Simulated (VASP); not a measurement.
# PdC18 in VASP: a series of runs

The runs below take PdC18 through single point, with LDA.

Everything below comes from runs of VASP 6.6.1. Logs are shortened: lines on timing, memory, paths and dates and some standing lists are left out, and cuts for length are marked.

**1. The cell of the first run**

The cell holds a slab with vacuum, 19 atoms: a = 7.398 Å, b = 7.398 Å, c = 11.000 Å, α = 90.00°, β = 90.00°, γ = 120.00°.

**2. Single point, LDA**

INCAR reads:

```
SYSTEM = PdC18
PREC = Accurate
ENCUT = 520
EDIFF = 1E-6
ISMEAR = -1
SIGMA = 0.05
LREAL = Auto
LASPH = .TRUE.
NELM = 60
ALGO = Normal
ISIF = 2
LWAVE = .FALSE.
LCHARG = .TRUE.
LELF = .TRUE.
LVHAR = .TRUE.
NBANDS = 56
```

KPOINTS reads:

```
Automatic mesh
0
G
  2 2 1
  0 0 0
```

POSCAR reads:

```
PdC18
1.0
    7.3980000000      0.0000000000      0.0000000000
   -3.6990000000      6.4068560000      0.0000000000
    0.0000000000      0.0000000000     11.0000000000
C Pd
18 1
Direct
   -0.0098614521     -0.0080886788      0.0886112727
    0.2115063362      0.1025963437      0.0867034545
   -0.0098996334      0.3250466375      0.0890070909
    0.2101047133      0.4335357311      0.0913652727
   -0.0099992849      0.6585799650      0.0889699091
    0.2100993675      0.7701819738      0.0912469091
    0.3236331540     -0.0075476958      0.0872100000
    0.5449000750      0.1030864436      0.0872258182
    0.3235719474      0.3246899883      0.0872789091
    0.5449819747      0.4354254255      0.0872774545
    0.3213766883      0.6575638660      0.0977868182
    0.5470735603      0.7704212487      0.0980015455
    0.6583832815     -0.0057135668      0.0913892727
    0.8784996285      0.1028321848      0.0890547273
    0.6570183964      0.3253444435      0.0866722727
    0.8784085400      0.4360433573      0.0885143636
    0.6583734213      0.6576987215      0.0914423636
    0.8783795135      0.7692053638      0.0890788182
    0.4321918623      0.7113172202      0.2758909091
```

Potentials or basis: VASP PAW LDA potentials, release 64 (C, Pd).

The run is started by

```console
cat potpaw_LDA.64/C/POTCAR potpaw_LDA.64/Pd/POTCAR > POTCAR
mpirun -np 1 vasp_std > vasp.out
```

OUTCAR:

```text
SYSTEM = PdC18
   PREC = Accurate
   ENCUT = 520
   EDIFF = 1E-6
   ISMEAR = -1
   LREAL = Auto
   LASPH = .TRUE.
   NELM = 60
   ISIF = 2

 ion  position               nearest neighbor table
   1  0.990  0.992  0.089-   2 1.42  14 1.43  18 1.43
   2  0.212  0.103  0.087-   1 1.42   9 1.42   7 1.42
   3  0.990  0.325  0.089-   4 1.41  14 1.42  16 1.43
   4  0.210  0.434  0.091-   3 1.41   9 1.43  11 1.44
   5  0.990  0.659  0.089-   6 1.41  18 1.42  16 1.43
   6  0.210  0.770  0.091-   5 1.41   7 1.42  11 1.44
   7  0.324  0.992  0.087-   8 1.42   2 1.42   6 1.42
   8  0.545  0.103  0.087-   7 1.42  15 1.42  13 1.42
   9  0.324  0.325  0.087-  10 1.42   2 1.42   4 1.43
  10  0.545  0.435  0.087-   9 1.42  15 1.42  17 1.42
  11  0.321  0.658  0.098-   6 1.44   4 1.44  12 1.45  19 2.08
  12  0.547  0.770  0.098-  13 1.44  17 1.44  11 1.45  19 2.09
  13  0.658  0.994  0.091-  14 1.41   8 1.42  12 1.44
  14  0.878  0.103  0.089-  13 1.41   3 1.42   1 1.43
  15  0.657  0.325  0.087-  16 1.42  10 1.42   8 1.42
  16  0.878  0.436  0.089-  15 1.42   5 1.43   3 1.43
  17  0.658  0.658  0.091-  18 1.41  10 1.42  12 1.44
  18  0.878  0.769  0.089-  17 1.41   5 1.42   1 1.43
  19  0.432  0.711  0.276-  11 2.08  12 2.09

  LATTYP: Found a hexagonal cell.
 ALAT       =     7.3980000000
 C/A-ratio  =     1.4868883482

  Lattice vectors:

 A1 = (   7.3980000000,   0.0000000000,   0.0000000000)
 A2 = (  -3.6990000000,   6.4068560000,   0.0000000000)
 A3 = (   0.0000000000,   0.0000000000,  11.0000000000)

Analysis of symmetry for initial positions (statically):
=====================================================================
 Subroutine PRICEL returns:
 Original cell was already a primitive cell.

 Routine SETGRP: Setting up the symmetry group for a
 hexagonal supercell.

 Subroutine GETGRP returns: Found  1 space group operations
 (whereof  1 operations were pure point group operations)
 out of a pool of 24 trial point group operations.

The static configuration has the point symmetry C_1 .

Analysis of symmetry for dynamics (positions and initial velocities):
=====================================================================
 Subroutine PRICEL returns:
 Original cell was already a primitive cell.

 Routine SETGRP: Setting up the symmetry group for a
 hexagonal supercell.

 Subroutine GETGRP returns: Found  1 space group operations
 (whereof  1 operations were pure point group operations)
 out of a pool of 24 trial point group operations.

The dynamic configuration has the point symmetry C_1 .

 Subroutine INISYM returns: Found  1 space group operations
 (whereof  1 operations are pure point group operations),
 and found     1 'primitive' translations

----------------------------------------------------------------------------------------

                                     Primitive cell

  volume of cell :     521.3771

  direct lattice vectors                    reciprocal lattice vectors
     7.398000000  0.000000000  0.000000000     0.135171668  0.078041398  0.000000000
    -3.699000000  6.406856000  0.000000000     0.000000000  0.156082796  0.000000000
     0.000000000  0.000000000 11.000000000     0.000000000  0.000000000  0.090909091

  length of vectors
     7.398000000  7.398000054 11.000000000     0.156082797  0.156082796  0.090909091

  position of ions in fractional coordinates (direct lattice)
     0.990138548  0.991911321  0.088611273
     0.211506336  0.102596344  0.086703454
     0.990100367  0.325046638  0.089007091
     0.210104713  0.433535731  0.091365273
     0.990000715  0.658579965  0.088969909
     0.210099367  0.770181974  0.091246909
[... 11 lines left out ...]
     0.878379514  0.769205364  0.089078818
     0.432191862  0.711317220  0.275890909

  ion indices of the primitive-cell ions
   primitive index   ion index
                 1           1
                 2           2
                 3           3
                 4           4
                 5           5
                 6           6
[... 11 lines left out ...]
                18          18
                19          19

----------------------------------------------------------------------------------------

 KPOINTS: Automatic mesh

Automatic generation of k-mesh.
 Grid dimensions read from file:
 generate k-points for:    2    2    1

 Generating k-lattice:

  Cartesian coordinates                     Fractional coordinates (reciprocal lattice)
     0.067585834  0.039020699  0.000000000     0.500000000 -0.000000000  0.000000000
     0.000000000  0.078041398  0.000000000     0.000000000  0.500000000  0.000000000
     0.000000000  0.000000000  0.090909091     0.000000000  0.000000000  1.000000000

  Length of vectors
     0.078041399  0.078041398  0.090909091

  Shift w.r.t. Gamma in fractional coordinates (k-lattice)
     0.000000000  0.000000000  0.000000000

 Subroutine IBZKPT returns following result:
 ===========================================

 Found      4 irreducible k-points:

 Following reciprocal coordinates:
            Coordinates               Weight
  0.000000  0.000000  0.000000      1.000000
  0.500000 -0.000000  0.000000      1.000000
  0.000000  0.500000  0.000000      1.000000
  0.500000  0.500000  0.000000      1.000000
   k-points           NKPTS =      4   k-points in BZ     NKDIM =      4   number of bands    NBANDS=     56
   number of dos      NEDOS =    301   number of ions     NIONS =     19
   total plane-waves  NPLWV = 263424
   dimension x,y,z NGX =    56 NGY =   56 NGZ =   84
   dimension x,y,z NGXF=   112 NGYF=  112 NGZF=  168
   ions per type =              18   1
   NGX,Y,Z   is equivalent  to a cutoff of  12.58, 12.58, 12.70 a.u.
   NGXF,Y,Z  is equivalent  to a cutoff of  25.17, 25.17, 25.39 a.u.
 SYSTEM =  PdC18
   PREC   = accura    normal or accurate (medium, high low for compatibility)
   ISTART =      0    job   : 0-new  1-cont  2-samecut
   ICHARG =      2    charge: 1-file 2-atom 10-const
   ISPIN  =      1    spin polarized calculation?
   LNONCOLLINEAR =      F non collinear calculations
   LSORBIT =      F    spin-orbit coupling
   LASPH  =      T    aspherical Exc in radial PAW
   ENCUT  =  520.0 eV  38.22 Ry    6.18 a.u.  13.76 13.76 20.45*2*pi/ulx,y,z
   NELM   =     60;   NELMIN=  2; NELMDL= -5     # of ELM steps
   EDIFF  = 0.1E-05   stopping-criterion for ELM
   LREAL  =      T    real-space projection
   EDIFFG = 0.1E-04   stopping-criterion for IOM
   NSW    =      0    number of steps for IOM
   IBRION =     -1    ionic relax: 0-MD 1-quasi-New 2-CG
   NFREE  =      0    steps in history (QN), initial steepest desc. (CG)
   ISIF   =      2    stress and relaxation
   ISYM   =      2    0-nonsym 1-usesym 2-fastsym
   POTIM  = 0.5000    time-step for ionic-motion
   TEBEG  =    0.0;   TEEND  =   0.0 temperature during run
   PSTRESS=    0.0 pullay stress
   NELECT =      82.0000    total number of electrons
   NUPDOWN=      -1.0000    fix difference up-down
   EMIN   =  10.00;   EMAX   =-10.00  energy-range for DOS
   EFERMI =   0.00;   METHOD = LEGACY
   ISMEAR =    -1;   SIGMA  =   0.05  broadening in eV -4-tet -1-fermi 0-gaus
   EFERMI_NEDOS =   21; number of points for ismear=-14 and -15
   IALGO  =     38    algorithm
   IMIX   =      4    mixing-type and parameters
     AMIX     =   0.40;   BMIX     =  1.00
     AMIX_MAG =   1.60;   BMIX_MAG =  1.00
  volume/ion in A,a.u.               =      27.44       185.18
  Fermi-wavevector in a.u.,A,eV,Ry     =   0.883681  1.669915 10.624679  0.780892
  Thomas-Fermi vector in A             =   2.004480
   LORBIT       =      0    0 simple, 1 ext, 2 COOP (PROOUT), +10 PAW based schemes
   GGA     = CA    functional components
   LHFCALC =     F    Hartree Fock is set to
   AEXX    =    0.0000 exact exchange contribution
   IVDW    =     0    specifies the selected vdW correction
   LEPSILON=     F    determine dielectric tensor
   LRPA    =     F    only Hartree local field effects (RPA)
 non-spin polarized calculation
  energy-cutoff  :      520.00
  volume of cell :      521.38
 maximum number of plane-waves:     14099
 NGX is ok and might be reduce to    56
   NGX = 27   NGY = 27   NGZ = 41

 number of electron      82.0000000 magnetization

 Free energy of the ion-electron system (eV)
  ---------------------------------------------------
  ext. energy  EPLUGINS =         0.00000000
  ---------------------------------------------------
  free energy    TOTEN  =      -184.60593850 eV

  energy without entropy =     -184.56811349  energy(sigma->0) =     -184.58702600

 E-fermi :  -0.8988     XC(G=0):  -4.5758

 val. band max:       -0.9251146425   @ k =   0.0000   0.0000   0.0000
 cond. band min:      -0.8748142041   @ k =   0.0000   0.0000   0.0000
 fundamental gap:      0.0503004385
 Fermi energy:        -0.8988491945

 k-point     1 :       0.0000    0.0000    0.0000
  band No.  band energies     occupation
      1     -20.4261      2.00000
      2     -18.0721      2.00000
      3     -17.8849      2.00000
      4     -17.8039      2.00000
      5     -17.8018      2.00000
      6     -17.7712      2.00000
[... 45 lines left out ...]
     52       3.9647      0.00000
     53       4.1381      0.00000

 k-point     2 :       0.5000   -0.0000    0.0000
  band No.  band energies     occupation
      1     -19.8339      2.00000
      2     -19.7215      2.00000
      3     -18.5222      2.00000
      4     -18.4366      2.00000
      5     -16.0912      2.00000
      6     -16.0360      2.00000
[... 45 lines left out ...]
     52       4.3307      0.00000
     53       4.5688      0.00000

 k-point     3 :       0.0000    0.5000    0.0000
  band No.  band energies     occupation
      1     -19.8471      2.00000
      2     -19.7035      2.00000
      3     -18.5132      2.00000
      4     -18.4553      2.00000
      5     -16.1147      2.00000
      6     -16.0141      2.00000
[... 45 lines left out ...]
     52       4.3117      0.00000
     53       4.5565      0.00000

 k-point     4 :       0.5000    0.5000    0.0000
  band No.  band energies     occupation
      1     -19.8471      2.00000
      2     -19.7034      2.00000
      3     -18.5133      2.00000
      4     -18.4553      2.00000
      5     -16.1148      2.00000
      6     -16.0139      2.00000
[... 45 lines left out ...]
     52       4.3117      0.00000
     53       4.5565      0.00000
 [bands above 53 left out]

------------------------ aborting loop because EDIFF is reached ----------------------------------------

  FORCE on cell =-STRESS in cart. coord.  units (eV):
  Direction    XX          YY          ZZ          XY          YZ          ZX
  --------------------------------------------------------------------------------------
  -------------------------------------------------------------------------------------
  Total       -6.6887774     -4.3686767      0.1113957     -2.0208642      0.0125999      0.0177262
  in kB      -20.5544258    -13.4248214      0.3423159     -6.2100591      0.0387190      0.0544721
  external PRESSURE =     -11.2123104 kB  Pullay stress =       0.0000000 kB

 VOLUME and BASIS-vectors are now :
 -----------------------------------------------------------------------------
  energy-cutoff  :      520.00
  volume of cell :      521.38
      direct lattice vectors                 reciprocal lattice vectors
     7.398000000  0.000000000  0.000000000     0.135171668  0.078041398  0.000000000
    -3.699000000  6.406856000  0.000000000     0.000000000  0.156082796  0.000000000
     0.000000000  0.000000000 11.000000000     0.000000000  0.000000000  0.090909091

 POSITION                                       TOTAL-FORCE (eV/Angst)
 -----------------------------------------------------------------------------------
      3.65597      6.35503      0.97472         0.005304     -0.020870     -0.004123
      1.18522      0.65732      0.95374         0.010981     -0.011618      0.004489
      6.12241      2.08253      0.97908        -0.022877     -0.010865     -0.000770
     -0.04929      2.77760      1.00502         0.015983      0.000055      0.001310
      4.88794      4.21943      0.97867        -0.012438      0.019031      0.003175
     -1.29459      4.93444      1.00372         0.003581      0.017260      0.007454
[... 11 lines left out ...]
      3.65296      4.92819      0.97987         0.016379      0.013117      0.001876
      0.56619      4.55731      3.03480         0.005367      0.007132      0.125538
 -----------------------------------------------------------------------------------
    total drift:                                0.010220      0.004275      0.002484

  FREE ENERGIE OF THE ION-ELECTRON SYSTEM (eV)
  ---------------------------------------------------
  free  energy   TOTEN  =      -184.6059385039 eV

  energy  without entropy=     -184.5681134944  energy(sigma->0) =     -184.58702600
```

It took 6.7 min on 1 thread of Oxide Virtual Turin-like, shared host; peak memory 0.38 GiB.

Results:

```yaml
Free_energy: -184.6059 eV
Largest_force: 0.126 eV/Å
Band_gap_on_the_k_mesh: 0.05 eV, direct
```

Forces on the atoms (eV/Å):
```
C    0.005 -0.021 -0.004
C    0.011 -0.012  0.004
C   -0.023 -0.011 -0.001
C    0.016  0.000  0.001
C   -0.012  0.019  0.003
C    0.004  0.017  0.007
C   -0.017 -0.009 -0.003
C    0.019  0.005 -0.004
C    0.003  0.023 -0.001
C   -0.021  0.004 -0.004
C   -0.017 -0.023 -0.060
C    0.034 -0.001 -0.056
C   -0.010  0.014 -0.001
C   -0.011  0.005  0.002
C    0.009 -0.010 -0.002
C    0.002 -0.013 -0.006
C   -0.013 -0.008 -0.005
C    0.016  0.013  0.002
Pd   0.005  0.007  0.126
```

Caveat: the k points lie up to 0.49 Å⁻¹ apart.

**3. Single point, LDA**

INCAR reads:

```
PREC     = Accurate       # precision mode
ENCUT    = 520            # plane-wave cutoff, eV
EDIFF    = 1E-7           # SCF threshold, eV
ISMEAR   = -1             # smearing method
SIGMA    = 0.05           # smearing width, eV
LREAL    = Auto         
LASPH    = T              # aspherical terms in the spheres
NELM     = 60             # most SCF steps
ALGO     = Normal         # electronic algorithm
ISIF     = 2              # what is computed and relaxed
LWAVE    = F              # write WAVECAR
LCHARG   = F              # write CHGCAR
GGA      = CA             # functional
NBANDS   = 56             # bands
```

KPOINTS reads:

```
regular mesh
0
Gamma
  2 2 1
```

POSCAR reads:

```
PdC18
1.0
    7.3980000000      0.0000000000      0.0000000000
   -3.6990000000      6.4068560000      0.0000000000
    0.0000000000      0.0000000000     11.0000000000
C Pd
18 1
Direct
   -0.0127127198     -0.0072405248      0.0872510000
    0.2096158574      0.1030205767      0.0867115455
   -0.0131496190      0.3257177936      0.0866620909
    0.2089197677      0.4357851964      0.0871200909
   -0.0128615778      0.6589689233      0.0889684545
    0.2093475962      0.7696238217      0.0891442727
    0.3203193881     -0.0077196990      0.0886583636
    0.5428682570      0.1032531401      0.0891960000
    0.3195975914      0.3250213521      0.0872200909
    0.5419498000      0.4339674561      0.0915167273
    0.3178562006      0.6580308657      0.0914640909
    0.5419898530      0.7708999547      0.0978459091
    0.6544701640     -0.0053246085      0.0914360909
    0.8766455586      0.1034276406      0.0873366364
    0.6534676694      0.3253973556      0.0891763636
    0.8761755653      0.4364619714      0.0885482727
    0.6548600296      0.6580658282      0.0975736364
    0.8786479175      0.7706383599      0.0910950909
    0.5918459020      0.7042235693      0.2758026364
```

Potentials or basis: VASP PAW LDA potentials, release 64 (C, Pd).

The run is started by

```console
cat potpaw_LDA.64/C/POTCAR potpaw_LDA.64/Pd/POTCAR > POTCAR
mpirun -np 1 vasp_std > vasp.out
```

OUTCAR:

```text
PREC = Accurate
   ENCUT = 520
   EDIFF = 1E-7
   ISMEAR = -1
   LREAL = Auto
   LASPH = T
   NELM = 60
   ISIF = 2
   GGA = CA

 ion  position               nearest neighbor table
   1  0.987  0.993  0.087-  14 1.42  18 1.42   2 1.42
   2  0.210  0.103  0.087-   7 1.42   9 1.42   1 1.42
   3  0.987  0.326  0.087-  16 1.42   4 1.42  14 1.42
   4  0.209  0.436  0.087-   9 1.42   3 1.42  11 1.42
   5  0.987  0.659  0.089-  18 1.41   6 1.42  16 1.43
   6  0.209  0.770  0.089-  11 1.41   5 1.42   7 1.43
[... 449 lines left out ...]
  Total       -6.6298296     -4.3987433      0.0734624      2.0261383      0.0597805     -0.0097615
  in kB      -20.3732810    -13.5172151      0.2257479      6.2262663      0.1837039     -0.0299967
  external PRESSURE =     -11.2215827 kB  Pullay stress =       0.0000000 kB

 VOLUME and BASIS-vectors are now :
 -----------------------------------------------------------------------------
  energy-cutoff  :      520.00
  volume of cell :      521.38
      direct lattice vectors                 reciprocal lattice vectors
     7.398000000  0.000000000  0.000000000     0.135171668  0.078041398  0.000000000
    -3.699000000  6.406856000  0.000000000     0.000000000  0.156082796  0.000000000
     0.000000000  0.000000000 11.000000000     0.000000000  0.000000000  0.090909091

 POSITION                                       TOTAL-FORCE (eV/Angst)
 -----------------------------------------------------------------------------------
      3.63173      6.36047      0.95976         0.007637      0.006097     -0.007154
      1.16966      0.66004      0.95383         0.000589     -0.019264      0.004503
      6.09589      2.08683      0.95328        -0.009252     -0.007479      0.004241
     -0.06638      2.79201      0.95832         0.017671     -0.000699      0.000721
      4.86532      4.22192      0.97865        -0.000602      0.014508     -0.000400
     -1.29808      4.93087      0.98059        -0.000033     -0.005824     -0.000282
[... 11 lines left out ...]
      3.64965      4.93737      1.00205         0.013194      0.006698      0.010023
      1.77355      4.51186      3.03383        -0.003926      0.030753      0.106341
 -----------------------------------------------------------------------------------
    total drift:                               -0.000857      0.000928      0.013518

  FREE ENERGIE OF THE ION-ELECTRON SYSTEM (eV)
  ---------------------------------------------------
  free  energy   TOTEN  =      -184.6053246549 eV

  energy  without entropy=     -184.5669228959  energy(sigma->0) =     -184.58612378
```

Run time: 7.1 min. Hardware: 1 thread of Oxide Virtual Turin-like, shared host; peak memory 0.38 GiB.

Results:

```
Free energy            : -184.6053 eV
Largest force          : 0.111 eV/Å
Band gap on the k mesh : 0.04 eV, direct
```

Forces in eV/Å, atoms in the order of the input:
```
C    0.008  0.006 -0.007
C    0.001 -0.019  0.005
C   -0.009 -0.007  0.004
C    0.018 -0.001  0.001
C   -0.001  0.015  0.000
C    0.000 -0.006  0.000
C   -0.003 -0.005  0.003
C    0.019  0.000  0.000
C   -0.004  0.020 -0.001
C    0.000 -0.008 -0.014
C    0.006  0.013 -0.017
C   -0.031 -0.008 -0.030
C   -0.004  0.008  0.000
C   -0.007  0.002 -0.002
C    0.013 -0.004  0.001
C   -0.010 -0.015  0.001
C   -0.005 -0.027 -0.057
C    0.013  0.007  0.010
Pd  -0.004  0.031  0.106
```

Levels at points of the mesh, in eV from the valence-band top:
```
           k point  band 38  band 39  band 40  band 41  band 42  band 43  band 44  band 45
(0.00, 0.00, 0.00)    -1.73    -1.72    -0.16     0.00     0.04     0.23     0.88     3.57
(0.50, 0.00, 0.00)    -1.78    -1.66    -1.49    -1.22     0.90     1.52     2.34     2.36
(0.00, 0.50, 0.00)    -1.78    -1.66    -1.49    -1.22     0.90     1.52     2.34     2.36
(0.50, 0.50, 0.00)    -1.80    -1.46    -1.42    -1.35     0.82     1.56     2.28     2.31
```

Caveat: the k points lie up to 0.49 Å⁻¹ apart.

(Continued in part 2 of 2.)
